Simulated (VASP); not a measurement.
# Li2Au (I4/mmm) in VASP: single point with PBE

Aim: the single point of Li2Au with PBE.

Everything below comes from runs of VASP 6.6.1. Logs are shortened: lines on timing, memory, paths and dates and some standing lists are left out, and cuts for length are marked.

### 1 The cell of the first run

It takes space group I4/mmm (No. 139, tetragonal). The conventional cell has a = 3.333 Å, b = 3.333 Å, c = 8.504 Å, α = 90.00°, β = 90.00°, γ = 90.00°. Within 3.5 Å of Li (site symmetry 4mm) lie 9 Li at 2.67 to 3.33 Å and 5 Au at 2.71 to 2.92 Å. Within 3.6 Å of Au (site symmetry 4/mmm) lie 10 Li at 2.71 to 2.92 Å and 4 Au at 3.33 Å.

### 2 Single point, PBE

INCAR reads:

```
  PREC = Accurate
  ENCUT = 520
  EDIFF = 1E-6
  ISMEAR = 0
  SIGMA = 0.1
  LREAL = F
  LASPH = T
  NELM = 80
  ALGO = Fast
  ISIF = 2
  LWAVE = F
  LCHARG = T
  GGA = PE
  LELF = T
  LVHAR = T
  NBANDS = 16
```

KPOINTS reads:

```
regular mesh
0
Gamma
  20 20 20
```

POSCAR reads:

```
Li2Au
1.0
   -1.6663863201      1.6663863201      4.2520481086
    1.6663863201     -1.6663863201      4.2520481086
    1.6663863201      1.6663863201     -4.2520481086
Li Au
2 1
Direct
    0.3432212121      0.3432212121      0.0000000000
    0.6567787879      0.6567787879      0.0000000000
    0.0000000000      0.0000000000      0.0000000000
```

Potentials or basis: VASP PAW PBE potentials, release 64 (Li_sv, Au).

Launch:

```
> cat potpaw_PBE.64/Li_sv/POTCAR potpaw_PBE.64/Au/POTCAR > POTCAR
> mpirun -np 1 vasp_std > vasp.out
```

OUTCAR:

```text
PREC = Accurate
   ENCUT = 520
   EDIFF = 1E-6
   ISMEAR = 0
   LREAL = F
   LASPH = T
   NELM = 80
   ISIF = 2
   GGA = PE

 ion  position               nearest neighbor table
   1  0.343  0.343  0.000-   3 2.71   3 2.71   3 2.71   3 2.71   3 2.92
   2  0.657  0.657  0.000-   3 2.71   3 2.71   3 2.71   3 2.71   3 2.92
   3  0.000  0.000  0.000-   2 2.71   2 2.71   2 2.71   1 2.71   2 2.71   1 2.71   1 2.71   1 2.71
                             1 2.92   2 2.92

  LATTYP: Found a body centered tetragonal cell.
 ALAT       =     3.3327726402
 C/A-ratio  =     2.5516580743

  Lattice vectors:

 A1 = (  -1.6663863201,   1.6663863201,   4.2520481086)
 A2 = (   1.6663863201,  -1.6663863201,   4.2520481086)
 A3 = (   1.6663863201,   1.6663863201,  -4.2520481086)

Analysis of symmetry for initial positions (statically):
=====================================================================
 Subroutine PRICEL returns:
 Original cell was already a primitive cell.

 Routine SETGRP: Setting up the symmetry group for a
 body centered tetragonal supercell.

 Subroutine GETGRP returns: Found 16 space group operations
 (whereof 16 operations were pure point group operations)
 out of a pool of 16 trial point group operations.

The static configuration has the point symmetry D_4h.

Analysis of symmetry for dynamics (positions and initial velocities):
=====================================================================
 Subroutine PRICEL returns:
 Original cell was already a primitive cell.

 Routine SETGRP: Setting up the symmetry group for a
 body centered tetragonal supercell.

 Subroutine GETGRP returns: Found 16 space group operations
 (whereof 16 operations were pure point group operations)
 out of a pool of 16 trial point group operations.

The dynamic configuration has the point symmetry D_4h.

 Subroutine INISYM returns: Found 16 space group operations
 (whereof 16 operations are pure point group operations),
 and found     1 'primitive' translations

----------------------------------------------------------------------------------------

                                     Primitive cell

  volume of cell :      47.2291

  direct lattice vectors                    reciprocal lattice vectors
    -1.666386320  1.666386320  4.252048109     0.000000000  0.300050471  0.117590391
     1.666386320 -1.666386320  4.252048109     0.300050471  0.000000000  0.117590391
     1.666386320  1.666386320 -4.252048109     0.300050471  0.300050471  0.000000000

  length of vectors
     4.861440101  4.861440101  4.861440101     0.322269740  0.322269740  0.424335445

  position of ions in fractional coordinates (direct lattice)
     0.343221212  0.343221212  0.000000000
     0.656778788  0.656778788  0.000000000
     0.000000000  0.000000000  0.000000000

  ion indices of the primitive-cell ions
   primitive index   ion index
                 1           1
                 2           2
                 3           3

----------------------------------------------------------------------------------------

 KPOINTS: regular mesh

Automatic generation of k-mesh.
 Grid dimensions read from file:
 generate k-points for:   20   20   20

 Generating k-lattice:

  Cartesian coordinates                     Fractional coordinates (reciprocal lattice)
     0.000000000  0.015002524  0.005879520     0.050000000  0.000000000  0.000000000
     0.015002524  0.000000000  0.005879520     0.000000000  0.050000000  0.000000000
     0.015002524  0.015002524  0.000000000     0.000000000  0.000000000  0.050000000

  Length of vectors
     0.016113487  0.016113487  0.021216772

  Shift w.r.t. Gamma in fractional coordinates (k-lattice)
     0.000000000  0.000000000  0.000000000

 Subroutine IBZKPT returns following result:
 ===========================================

 Found    641 irreducible k-points:

 Following reciprocal coordinates:
            Coordinates               Weight
  0.000000  0.000000  0.000000      1.000000
  0.050000  0.000000 -0.000000      8.000000
  0.100000 -0.000000  0.000000      8.000000
  0.150000  0.000000  0.000000      8.000000
  0.200000 -0.000000  0.000000      8.000000
  0.250000  0.000000  0.000000      8.000000
[... 16 lines left out ...]
 -0.400000  0.050000  0.000000     16.000000
 -0.350000  0.050000  0.000000     16.000000
 [... further k-points ...]
   k-points           NKPTS =    641   k-points in BZ     NKDIM =    641   number of bands    NBANDS=     16
   number of dos      NEDOS =    301   number of ions     NIONS =      3
   total plane-waves  NPLWV =  46656
   dimension x,y,z NGX =    36 NGY =   36 NGZ =   36
   dimension x,y,z NGXF=    72 NGYF=   72 NGZF=   72
   ions per type =               2   1
   NGX,Y,Z   is equivalent  to a cutoff of  12.31, 12.31, 12.31 a.u.
   NGXF,Y,Z  is equivalent  to a cutoff of  24.62, 24.62, 24.62 a.u.
 SYSTEM =  unknown system
   PREC   = accura    normal or accurate (medium, high low for compatibility)
   ISTART =      0    job   : 0-new  1-cont  2-samecut
   ICHARG =      2    charge: 1-file 2-atom 10-const
   ISPIN  =      1    spin polarized calculation?
   LNONCOLLINEAR =      F non collinear calculations
   LSORBIT =      F    spin-orbit coupling
   LASPH  =      T    aspherical Exc in radial PAW
   ENCUT  =  520.0 eV  38.22 Ry    6.18 a.u.   9.04  9.04  9.04*2*pi/ulx,y,z
   NELM   =     80;   NELMIN=  2; NELMDL= -5     # of ELM steps
   EDIFF  = 0.1E-05   stopping-criterion for ELM
   LREAL  =      F    real-space projection
   EDIFFG = 0.1E-04   stopping-criterion for IOM
   NSW    =      0    number of steps for IOM
   IBRION =     -1    ionic relax: 0-MD 1-quasi-New 2-CG
   NFREE  =      0    steps in history (QN), initial steepest desc. (CG)
   ISIF   =      2    stress and relaxation
   ISYM   =      2    0-nonsym 1-usesym 2-fastsym
   POTIM  = 0.5000    time-step for ionic-motion
   TEBEG  =    0.0;   TEEND  =   0.0 temperature during run
   PSTRESS=    0.0 pullay stress
   NELECT =      17.0000    total number of electrons
   NUPDOWN=      -1.0000    fix difference up-down
   EMIN   =  10.00;   EMAX   =-10.00  energy-range for DOS
   EFERMI =   0.00;   METHOD = LEGACY
   ISMEAR =     0;   SIGMA  =   0.10  broadening in eV -4-tet -1-fermi 0-gaus
   EFERMI_NEDOS =   21; number of points for ismear=-14 and -15
   IALGO  =     68    algorithm
   IMIX   =      4    mixing-type and parameters
     AMIX     =   0.40;   BMIX     =  1.00
     AMIX_MAG =   1.60;   BMIX_MAG =  1.00
  volume/ion in A,a.u.               =      15.74       106.24
  Fermi-wavevector in a.u.,A,eV,Ry     =   1.164541  2.200663 18.451605  1.356155
  Thomas-Fermi vector in A             =   2.301077
   LORBIT       =      0    0 simple, 1 ext, 2 COOP (PROOUT), +10 PAW based schemes
   GGA     = PE    functional components
   LHFCALC =     F    Hartree Fock is set to
   AEXX    =    0.0000 exact exchange contribution
   IVDW    =     0    specifies the selected vdW correction
   LEPSILON=     F    determine dielectric tensor
   LRPA    =     F    only Hartree local field effects (RPA)
 non-spin polarized calculation
 RMM-DIIS sequential band-by-band and
 Gauss-broadening in eV      SIGMA  =   0.10
  energy-cutoff  :      520.00
  volume of cell :       47.23
 maximum number of plane-waves:      1290
   NGX = 19   NGY = 19   NGZ = 19

 number of electron      17.0000001 magnetization

 Free energy of the ion-electron system (eV)
  ---------------------------------------------------
  ext. energy  EPLUGINS =         0.00000000
  ---------------------------------------------------
  free energy    TOTEN  =        -8.41034269 eV

  energy without entropy =       -8.40527962  energy(sigma->0) =       -8.40781116

 E-fermi :   4.3259     XC(G=0):  -9.5621

 val. band max:        4.3251069401   @ k =   0.4000   0.3000   0.0500
 cond. band min:       4.3359626630   @ k =  -0.2000  -0.3500   0.0500
 fundamental gap:      0.0108557229
 Fermi energy:         4.3258726030

 k-point     1 :       0.0000    0.0000    0.0000
  band No.  band energies     occupation
      1     -41.7205      2.00000
      2     -41.6780      2.00000
      3      -2.2734      2.00000
      4      -0.5750      2.00000
      5      -0.5511      2.00000
      6       0.4301      2.00000
[... 8 lines left out ...]
     15      13.6846      0.00000
     16      16.6866      0.00000

 k-point     2 :       0.0500    0.0000   -0.0000
  band No.  band energies     occupation
      1     -41.7202      2.00000
      2     -41.6782      2.00000
      3      -2.2364      2.00000
      4      -0.5609      2.00000
      5      -0.5368      2.00000
      6       0.4102      2.00000
[... 8 lines left out ...]
     15      14.2296      0.00000
     16      16.8084      0.00000

 k-point     3 :       0.1000   -0.0000    0.0000
  band No.  band energies     occupation
      1     -41.7193      2.00000
      2     -41.6787      2.00000
      3      -2.1282      2.00000
      4      -0.5254      2.00000
      5      -0.4862      2.00000
      6       0.3538      2.00000
[... 8 lines left out ...]
     15      15.0394      0.00000
     16      17.0161      0.00000

 k-point     4 :       0.1500    0.0000    0.0000
  band No.  band energies     occupation
      1     -41.7179      2.00000
      2     -41.6795      2.00000
      3      -1.9581      2.00000
      4      -0.4738      2.00000
      5      -0.3909      2.00000
      6       0.2701      2.00000
[... 8 lines left out ...]
     15      15.7558      0.00000
     16      17.1099      0.00000

 k-point     5 :       0.2000   -0.0000    0.0000
  band No.  band energies     occupation
      1     -41.7159      2.00000
      2     -41.6808      2.00000
      3      -1.7446      2.00000
      4      -0.4068      2.00000
      5      -0.2435      2.00000
      6       0.1736      2.00000
[... 8 lines left out ...]
     15      16.2241      0.00000
     16      17.0762      0.00000

 k-point     6 :       0.2500    0.0000    0.0000
  band No.  band energies     occupation
      1     -41.7136      2.00000
      2     -41.6823      2.00000
      3      -1.5177      2.00000
      4      -0.3328      2.00000
      5      -0.0281      2.00000
      6       0.0868      2.00000
[... 8 lines left out ...]
     15      16.4437      0.00000
     16      16.9684      0.00000

 k-point     7 :       0.3000    0.0000    0.0000
  band No.  band energies     occupation
      1     -41.7111      2.00000
      2     -41.6840      2.00000
      3      -1.3143      2.00000
      4      -0.2777      2.00000
      5       0.0259      2.00000
      6       0.2962      2.00000
[... 8 lines left out ...]
     15      16.5064      0.00000
     16      16.8459      0.00000

 k-point     8 :       0.3500    0.0000    0.0000
  band No.  band energies     occupation
      1     -41.7085      2.00000
      2     -41.6859      2.00000
      3      -1.1606      2.00000
      4      -0.2755      2.00000
      5       0.0430      2.00000
      6       0.3264      2.00000
[... 8 lines left out ...]
     15      16.4506      0.00000
     16      16.8439      0.00000

 k-point     9 :       0.4000    0.0000    0.0000
  band No.  band energies     occupation
      1     -41.7060      2.00000
      2     -41.6878      2.00000
      3      -1.0613      2.00000
      4      -0.3060      2.00000
      5       0.1002      2.00000
      6       0.2627      2.00000
[... 8 lines left out ...]
     15      16.3387      0.00000
     16      16.7740      0.00000
[... 172 lines left out ...]
 k-point    19 :       0.4000    0.0500   -0.0000
  band No.  band energies     occupation
      1     -41.7054      2.00000
      2     -41.6883      2.00000
      3      -1.0071      2.00000
      4      -0.3020      2.00000
      5       0.1314      2.00000
      6       0.2286      2.00000
[... 8 lines left out ...]
     15      16.0668      0.00000
     16      16.6380      0.00000

 k-point    20 :       0.4500    0.0500   -0.0000
  band No.  band energies     occupation
      1     -41.7038      2.00000
      2     -41.6896      2.00000
      3      -0.9594      2.00000
      4      -0.3274      2.00000
      5       0.1677      2.00000
      6       0.1887      2.00000
[... 8 lines left out ...]
     15      16.2204      0.00000
     16      16.5852      0.00000

 k-point    21 :       0.5000    0.0500    0.0000
  band No.  band energies     occupation
      1     -41.7033      2.00000
      2     -41.6899      2.00000
      3      -0.9471      2.00000
      4      -0.3359      2.00000
      5       0.1702      2.00000
      6       0.1746      2.00000
[... 8 lines left out ...]
     15      16.2445      0.00000
     16      16.5810      0.00000

 k-point    22 :      -0.4500    0.0500   -0.0000
  band No.  band energies     occupation
      1     -41.7044      2.00000
      2     -41.6890      2.00000
      3      -0.9675      2.00000
      4      -0.3248      2.00000
      5       0.1345      2.00000
      6       0.1885      2.00000
[... 8 lines left out ...]
     15      16.0522      0.00000
     16      16.5171      0.00000

 k-point    23 :      -0.4000    0.0500    0.0000
  band No.  band energies     occupation
      1     -41.7064      2.00000
      2     -41.6873      2.00000
      3      -1.0255      2.00000
      4      -0.2961      2.00000
      5       0.0710      2.00000
      6       0.2290      2.00000
[... 8 lines left out ...]
     15      15.7694      0.00000
     16      16.5884      0.00000

 k-point    24 :      -0.3500    0.0500    0.0000
  band No.  band energies     occupation
      1     -41.7089      2.00000
      2     -41.6854      2.00000
      3      -1.1303      2.00000
      4      -0.2639      2.00000
      5       0.0077      2.00000
      6       0.2899      2.00000
[... 8 lines left out ...]
     15      16.1056      0.00000
     16      16.7036      0.00000

 [... further k-points ...]

------------------------ aborting loop because EDIFF is reached ----------------------------------------

  FORCE on cell =-STRESS in cart. coord.  units (eV):
  Direction    XX          YY          ZZ          XY          YZ          ZX
  --------------------------------------------------------------------------------------
  -------------------------------------------------------------------------------------
  Total       -0.0457964     -0.0457964     -0.0358769      0.0000000      0.0000000      0.0000000
  in kB       -1.5535743     -1.5535743     -1.2170724      0.0000000      0.0000000      0.0000000
  external PRESSURE =      -1.4414070 kB  Pullay stress =       0.0000000 kB

 VOLUME and BASIS-vectors are now :
 -----------------------------------------------------------------------------
  energy-cutoff  :      520.00
  volume of cell :       47.23
      direct lattice vectors                 reciprocal lattice vectors
    -1.666386320  1.666386320  4.252048109     0.000000000  0.300050471  0.117590391
     1.666386320 -1.666386320  4.252048109     0.300050471  0.000000000  0.117590391
     1.666386320  1.666386320 -4.252048109     0.300050471  0.300050471  0.000000000

 POSITION                                       TOTAL-FORCE (eV/Angst)
 -----------------------------------------------------------------------------------
      0.00000      0.00000      2.91879         0.000000      0.000000      0.003042
      0.00000      0.00000      5.58531        -0.000000     -0.000000     -0.003042
      0.00000      0.00000      0.00000         0.000000      0.000000      0.000000
 -----------------------------------------------------------------------------------
    total drift:                                0.000000      0.000000     -0.000000

  FREE ENERGIE OF THE ION-ELECTRON SYSTEM (eV)
  ---------------------------------------------------
  free  energy   TOTEN  =        -8.4103426914 eV

  energy  without entropy=       -8.4052796240  energy(sigma->0) =       -8.40781116
```

Wall time 31 min (1 thread of Oxide Virtual Turin-like, shared host); peak memory 0.54 GiB.

Results:

```
Free energy            : -8.4103 eV
Largest force          : 0.003 eV/Å
Band gap on the k mesh : zero (an odd number of electrons rules out a gap without spin polarisation)
```

Forces on the atoms (eV/Å):
```
Li   0.000  0.000  0.003
Li   0.000  0.000 -0.003
Au   0.000  0.000  0.000
```

Caveat: the cutoff is under 1.25 times the usual one of these potentials, so pressure, stress and relaxed cells hold a basis-set (Pulay) error; spin-orbit coupling is left out, which moves the levels of the heavy elements.
